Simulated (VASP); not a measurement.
# B (P6/mmm) in VASP: further runs

B is run at these levels: PBEsol; tasks: single point.

Program: VASP 6.6.1. These are calculated values, not measurements. Logs are shortened: lines on timing, memory, paths and dates and some standing lists are left out, and cuts for length are marked.

## Step 1: The cell of the first run

Symmetry: P6/mmm, No. 191, hexagonal system. The conventional cell has a = 1.675 Å, b = 1.675 Å, c = 3.756 Å, α = 90.00°, β = 90.00°, γ = 120.00°. Within 2.2 Å of B (site symmetry 6/mmm) lie 6 B at 1.67 Å.

This isn't the form of B at room conditions, which is rhombohedral.

## Step 2: Single point, PBEsol

Contents of INCAR:

```
SYSTEM = B
PREC = Accurate ; ENCUT = 520
EDIFF = 1E-6 ; ISMEAR = 0
SIGMA = 0.15 ; LREAL = .False.
LASPH = .True. ; NELM = 60
ALGO = Normal ; ISIF = 2
LWAVE = .False. ; LCHARG = .True.
GGA = PS ; LELF = .True.
LVHAR = .True. ; NBANDS = 8
```

Contents of KPOINTS:

```
Automatic mesh
0
Gamma
  36 36 14
  0 0 0
```

Contents of POSCAR:

```
B
1.0
    1.6749701673      0.0000000000      0.0000000000
   -0.8374850836      1.4505667154      0.0000000000
    0.0000000000      0.0000000000      3.7556155794
B
1
Direct
    0.0000000000      0.0000000000      0.0000000000
```

Potentials or basis: VASP PAW PBE potentials, release 64 (B).

Run with:

```
> cat potpaw_PBE.64/B/POTCAR > POTCAR
> mpirun -np 1 vasp_std > vasp.out
```

OUTCAR:

```text
SYSTEM = B
   PREC = Accurate
   ENCUT = 520
   EDIFF = 1E-6
   ISMEAR = 0
   LREAL = .False.
   LASPH = .True.
   NELM = 60
   ISIF = 2
   GGA = PS

 ion  position               nearest neighbor table
   1  0.000  0.000  0.000-

  LATTYP: Found a hexagonal cell.
 ALAT       =     1.6749701673
 C/A-ratio  =     2.2421984897

  Lattice vectors:

 A1 = (   1.6749701673,   0.0000000000,   0.0000000000)
 A2 = (  -0.8374850836,   1.4505667154,   0.0000000000)
 A3 = (   0.0000000000,   0.0000000000,   3.7556155794)

Analysis of symmetry for initial positions (statically):
=====================================================================
 Subroutine PRICEL returns:
 Original cell was already a primitive cell.

 Routine SETGRP: Setting up the symmetry group for a
 hexagonal supercell.

 Subroutine GETGRP returns: Found 24 space group operations
 (whereof 24 operations were pure point group operations)
 out of a pool of 24 trial point group operations.

The static configuration has the point symmetry D_6h.

Analysis of symmetry for dynamics (positions and initial velocities):
=====================================================================
 Subroutine PRICEL returns:
 Original cell was already a primitive cell.

 Routine SETGRP: Setting up the symmetry group for a
 hexagonal supercell.

 Subroutine GETGRP returns: Found 24 space group operations
 (whereof 24 operations were pure point group operations)
 out of a pool of 24 trial point group operations.

The dynamic configuration has the point symmetry D_6h.

 Subroutine INISYM returns: Found 24 space group operations
 (whereof 24 operations are pure point group operations),
 and found     1 'primitive' translations

----------------------------------------------------------------------------------------

                                     Primitive cell

  volume of cell :       9.1249

  direct lattice vectors                    reciprocal lattice vectors
     1.674970167  0.000000000  0.000000000     0.597025559  0.344692867  0.000000000
    -0.837485084  1.450566715  0.000000000     0.000000000  0.689385734  0.000000000
     0.000000000  0.000000000  3.755615579     0.000000000  0.000000000  0.266267934

  length of vectors
     1.674970167  1.674970167  3.755615579     0.689385734  0.689385734  0.266267934

  position of ions in fractional coordinates (direct lattice)
     0.000000000  0.000000000  0.000000000

  ion indices of the primitive-cell ions
   primitive index   ion index
                 1           1

----------------------------------------------------------------------------------------

 KPOINTS: Automatic mesh

Automatic generation of k-mesh.
 Grid dimensions read from file:
 generate k-points for:   36   36   14

 Generating k-lattice:

  Cartesian coordinates                     Fractional coordinates (reciprocal lattice)
     0.016584043  0.009574802  0.000000000     0.027777778 -0.000000000  0.000000000
     0.000000000  0.019149604  0.000000000     0.000000000  0.027777778  0.000000000
     0.000000000  0.000000000  0.019019138     0.000000000  0.000000000  0.071428571

  Length of vectors
     0.019149604  0.019149604  0.019019138

  Shift w.r.t. Gamma in fractional coordinates (k-lattice)
     0.000000000  0.000000000  0.000000000

 Subroutine IBZKPT returns following result:
 ===========================================

 Found   1016 irreducible k-points:

 Following reciprocal coordinates:
            Coordinates               Weight
  0.000000  0.000000  0.000000      1.000000
  0.027778  0.000000  0.000000      6.000000
  0.055556  0.000000  0.000000      6.000000
  0.083333  0.000000  0.000000      6.000000
  0.111111  0.000000  0.000000      6.000000
  0.138889  0.000000  0.000000      6.000000
[... 16 lines left out ...]
  0.111111  0.027778  0.000000     12.000000
  0.138889  0.027778  0.000000     12.000000
 [... further k-points ...]
   k-points           NKPTS =   1016   k-points in BZ     NKDIM =   1016   number of bands    NBANDS=      8
   number of dos      NEDOS =    301   number of ions     NIONS =      1
   total plane-waves  NPLWV =   4032
   dimension x,y,z NGX =    12 NGY =   12 NGZ =   28
   dimension x,y,z NGXF=    24 NGYF=   24 NGZF=   56
   ions per type =               1
   NGX,Y,Z   is equivalent  to a cutoff of  11.91, 11.91, 12.39 a.u.
   NGXF,Y,Z  is equivalent  to a cutoff of  23.82, 23.82, 24.79 a.u.
 SYSTEM =  B
   PREC   = accura    normal or accurate (medium, high low for compatibility)
   ISTART =      0    job   : 0-new  1-cont  2-samecut
   ICHARG =      2    charge: 1-file 2-atom 10-const
   ISPIN  =      1    spin polarized calculation?
   LNONCOLLINEAR =      F non collinear calculations
   LSORBIT =      F    spin-orbit coupling
   LASPH  =      T    aspherical Exc in radial PAW
   ENCUT  =  520.0 eV  38.22 Ry    6.18 a.u.   3.11  3.11  6.98*2*pi/ulx,y,z
   NELM   =     60;   NELMIN=  2; NELMDL= -5     # of ELM steps
   EDIFF  = 0.1E-05   stopping-criterion for ELM
   LREAL  =      F    real-space projection
   EDIFFG = 0.1E-04   stopping-criterion for IOM
   NSW    =      0    number of steps for IOM
   IBRION =     -1    ionic relax: 0-MD 1-quasi-New 2-CG
   NFREE  =      0    steps in history (QN), initial steepest desc. (CG)
   ISIF   =      2    stress and relaxation
   ISYM   =      2    0-nonsym 1-usesym 2-fastsym
   POTIM  = 0.5000    time-step for ionic-motion
   TEBEG  =    0.0;   TEEND  =   0.0 temperature during run
   PSTRESS=    0.0 pullay stress
   NELECT =       3.0000    total number of electrons
   NUPDOWN=      -1.0000    fix difference up-down
   EMIN   =  10.00;   EMAX   =-10.00  energy-range for DOS
   EFERMI =   0.00;   METHOD = LEGACY
   ISMEAR =     0;   SIGMA  =   0.15  broadening in eV -4-tet -1-fermi 0-gaus
   EFERMI_NEDOS =   21; number of points for ismear=-14 and -15
   IALGO  =     38    algorithm
   IMIX   =      4    mixing-type and parameters
     AMIX     =   0.40;   BMIX     =  1.00
     AMIX_MAG =   1.60;   BMIX_MAG =  1.00
  volume/ion in A,a.u.               =       9.12        61.58
  Fermi-wavevector in a.u.,A,eV,Ry     =   1.129900  2.135201 17.370199  1.276674
  Thomas-Fermi vector in A             =   2.266595
   LORBIT       =      0    0 simple, 1 ext, 2 COOP (PROOUT), +10 PAW based schemes
   GGA     = PS    functional components
   LHFCALC =     F    Hartree Fock is set to
   AEXX    =    0.0000 exact exchange contribution
   IVDW    =     0    specifies the selected vdW correction
   LEPSILON=     F    determine dielectric tensor
   LRPA    =     F    only Hartree local field effects (RPA)
 non-spin polarized calculation
 Gauss-broadening in eV      SIGMA  =   0.15
  energy-cutoff  :      520.00
  volume of cell :        9.12
 maximum number of plane-waves:       258
   NGX =  7   NGY =  7   NGZ = 13

 number of electron       3.0000000 magnetization

 Free energy of the ion-electron system (eV)
  ---------------------------------------------------
  ext. energy  EPLUGINS =         0.00000000
  ---------------------------------------------------
  free energy    TOTEN  =        -6.28638922 eV

  energy without entropy =       -6.28408564  energy(sigma->0) =       -6.28523743

 E-fermi :   5.2390     XC(G=0): -10.1129

 val. band max:        5.2259603538   @ k =   0.3333   0.0000   0.0714
 cond. band min:       5.2676297502   @ k =   0.2500   0.1667   0.5000
 fundamental gap:      0.0416693963
 Fermi energy:         5.2389732985

 k-point     1 :       0.0000    0.0000    0.0000
  band No.  band energies     occupation
      1     -12.3114      2.00000
      2      -2.1022      2.00000
      3       7.0440      0.00000
      4      29.0982      0.00000
      5      31.3009      0.00000
      6      31.3009      0.00000
      7      34.7023      0.00000
      8      52.9397      0.00000

 k-point     2 :       0.0278    0.0000    0.0000
  band No.  band energies     occupation
      1     -12.2752      2.00000
      2      -2.0495      2.00000
      3       7.0904      0.00000
      4      29.1425      0.00000
      5      31.0289      0.00000
      6      31.1756      0.00000
      7      34.8873      0.00000
      8      51.7287      0.00000

 k-point     3 :       0.0556    0.0000    0.0000
  band No.  band energies     occupation
      1     -12.1666      2.00000
      2      -1.8913      2.00000
      3       7.2293      0.00000
      4      29.2745      0.00000
      5      30.3185      0.00000
      6      30.8162      0.00000
      7      35.3254      0.00000
      8      49.7905      0.00000

 k-point     4 :       0.0833    0.0000    0.0000
  band No.  band energies     occupation
      1     -11.9859      2.00000
      2      -1.6278      2.00000
      3       7.4602      0.00000
      4      29.3099      0.00000
      5      29.4913      0.00000
      6      30.2651      0.00000
      7      35.8472      0.00000
      8      48.0502      0.00000

 k-point     5 :       0.1111    0.0000    0.0000
  band No.  band energies     occupation
      1     -11.7336      2.00000
      2      -1.2595      2.00000
      3       7.7822      0.00000
      4      28.0700      0.00000
      5      29.5768      0.00000
      6      29.7875      0.00000
      7      36.3552      0.00000
      8      46.6988      0.00000
[... 177 lines left out ...]
 k-point    22 :       0.0833    0.0278    0.0000
  band No.  band energies     occupation
      1     -11.8416      2.00000
      2      -1.4173      2.00000
      3       7.6445      0.00000
      4      28.6788      0.00000
      5      29.6618      0.00000
      6      29.7338      0.00000
      7      36.2025      0.00000
      8      47.1802      0.00000

 k-point    23 :       0.1111    0.0278    0.0000
  band No.  band energies     occupation
      1     -11.5537      2.00000
      2      -0.9968      2.00000
      3       8.0113      0.00000
      4      27.3653      0.00000
      5      28.9672      0.00000
      6      29.9934      0.00000
      7      36.7001      0.00000
      8      46.1101      0.00000

 k-point    24 :       0.1389    0.0278    0.0000
  band No.  band energies     occupation
      1     -11.1953      2.00000
      2      -0.4722      2.00000
      3       8.4656      0.00000
      4      25.8525      0.00000
      5      28.1588      0.00000
      6      30.3866      0.00000
      7      37.1300      0.00000
      8      45.4645      0.00000

 [... further k-points ...]
[... 5 lines left out ...]
  --------------------------------------------------------------------------------------
  -------------------------------------------------------------------------------------
  Total        1.0069539      1.0069539     -0.0682783      0.0000000      0.0000000      0.0000000
  in kB      176.8048909    176.8048909    -11.9885624      0.0000000      0.0000000      0.0000000
  external PRESSURE =     113.8737398 kB  Pullay stress =       0.0000000 kB

 VOLUME and BASIS-vectors are now :
 -----------------------------------------------------------------------------
  energy-cutoff  :      520.00
  volume of cell :        9.12
      direct lattice vectors                 reciprocal lattice vectors
     1.674970167  0.000000000  0.000000000     0.597025559  0.344692867  0.000000000
    -0.837485084  1.450566715  0.000000000     0.000000000  0.689385734  0.000000000
     0.000000000  0.000000000  3.755615579     0.000000000  0.000000000  0.266267934

 POSITION                                       TOTAL-FORCE (eV/Angst)
 -----------------------------------------------------------------------------------
      0.00000      0.00000      0.00000        -0.000000      0.000000      0.000000
 -----------------------------------------------------------------------------------
    total drift:                               -0.000000      0.000000     -0.000000

  FREE ENERGIE OF THE ION-ELECTRON SYSTEM (eV)
  ---------------------------------------------------
  free  energy   TOTEN  =        -6.2863892199 eV

  energy  without entropy=       -6.2840856447  energy(sigma->0) =       -6.28523743
```

Run time: 23 s. Hardware: 1 thread of AMD EPYC 9R45 (Zen 5), shared host; peak memory 0.13 GiB.

Results:

* Free energy: -6.2864 eV
* Pressure: 11.4 GPa
* Band gap on the k mesh: zero (an odd number of electrons rules out a gap without spin polarisation)

Caveat: the cell stands under pressure; the PAW data sets were made with another functional, which shifts forces and pressure a little.

[end of part 1 of 2]
